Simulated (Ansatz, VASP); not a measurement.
## Cu in VASP and in Ansatz

```
Cu
1.0
    -1.44279    1.44279    1.34168
     1.44279   -1.44279    1.34168
     1.44279    1.44279   -1.34168
Cu
1
Direct
  0.00000 0.00000 0.00000
```

Change from the starting cell: strain +0.000 along x and y, -0.025 along z, atoms carried along.

Alike in both runs: task single point; functional PBEsol; k mesh 24 × 24 × 24; occupations gaussian, width 0.15 eV; no spin polarisation.

|  | VASP | Ansatz |
| --- | --- | --- |
| version | VASP 6.6.1 | Ansatz 0.2.0 |
| potentials or method | VASP PAW PBE potentials, release 64 (Cu), cutoff 520 eV | scalar-relativistic, plane waves, PAW |
| valence electrons in the cell | 11 | 19 |

VASP gave:

```
gap on the k mesh at the Fermi level (eV)                     : none
pressure (GPa)                                                : 3.9
traceless stress, the component that is largest in VASP (GPa) : 0.30
```

Estimate Ansatz's values.

gap on the k mesh at the Fermi level (eV): none; pressure (GPa): 2.9; traceless stress, the component that is largest in VASP (GPa): 0.29.

VASP's potentials were made for PBE, not for PBEsol. A gap of «none» marks a metal or a gap that the smearing closes. VASP's potentials hold 11 valence electrons a cell and Ansatz's 19, so a difference there can come from the potentials and not from the codes.
